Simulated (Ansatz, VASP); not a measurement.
## Two plane-wave programs on PbS

File INCAR:

```
SYSTEM = PbS
PREC = Accurate
ENCUT = 520
EDIFF = 1E-6
ISMEAR = 0
SIGMA = 0.05
LREAL = .FALSE.
LASPH = .TRUE.
NELM = 150
ALGO = Normal
ISIF = 2
LWAVE = .FALSE.
LCHARG = .TRUE.
MAGMOM = 0 0 0 0 0 0
LORBIT = 11
LSORBIT = .TRUE.
GGA_COMPAT = .FALSE.
LORBMOM = .TRUE.
GGA = PE
LVHAR = .TRUE.
NBANDS = 32
```

File KPOINTS:

```
Automatic mesh
0
G
  8 8 8
  0 0 0
```

File POSCAR:

```
PbS
1.0
    0.0000000000      3.3238314131      3.3238314131
    3.3238314131      0.0000000000      3.3238314131
    3.3238314131      3.3238314131      0.0000000000
Pb S
1 1
Direct
    0.0000000000      0.0000000000      0.0000000000
    0.2500000000      0.2500000000      0.2500000000
```

Input for Ansatz:

```yaml
crystal:
  lattice:
    - [0.0, 3.3238314131, 3.3238314131]
    - [3.3238314131, 0.0, 3.3238314131]
    - [3.3238314131, 3.3238314131, 0.0]
  atoms:
    - { symbol: Pb, position: [0.0, 0.0, 0.0] }
    - { symbol: S, position: [0.25, 0.25, 0.25] }
basis:
  ecutwfc: 420
  ecutrho_ratio: 4
kpoints:
  mp_grid: { grid: [8, 8, 8] }
  band_path:
    path:
      - [[0.0, 0.0, 0.0], [-0.5, -0.5, 0.0], [-0.375, -0.375, 0.25]]
      - [[-0.375, 0.0, 0.375], [0.0, 0.0, 0.0], [0.0, 0.0, 0.5], [-0.5, -0.25, 0.25], [-0.5, -0.5, 0.0]]
    npoints: 10
hamiltonian:
  xc: pbe
scf:
  occupations: { method: gaussian, width: 0.05 }
output:
  forces: true
  stress: true
  eigenvalues: true
  populations: true
  eigenstates:
    nscf_kmesh: { grid: [14, 14, 14] }
    de_dk: true
    e_range: [-2.5, 3.386008524943]
  write_density: true
  write_potential: true
  elf: true
  volumetric_format: npy
magnetization:
  noncollinear: true
  spin_orbit: true
```

Alike in both runs: task single point; functional PBE; k mesh 8 × 8 × 8; occupations gaussian, width 0.05 eV; non-collinear spin, spin-orbit coupling.

|  | VASP | Ansatz |
| --- | --- | --- |
| version | VASP 6.6.1 | Ansatz 0.2.0 |
| potentials or method | VASP PAW PBE potentials, release 64 (Pb_d, S), cutoff 520 eV | plane waves, PAW |
| valence electrons in the cell | 20 | 20 |

```tsv
	VASP	Ansatz	Ansatz less VASP
pressure (GPa)	-0.1	-0.1	+0.02
net moment per atom (μB)	0.00	0.00	0.000
```
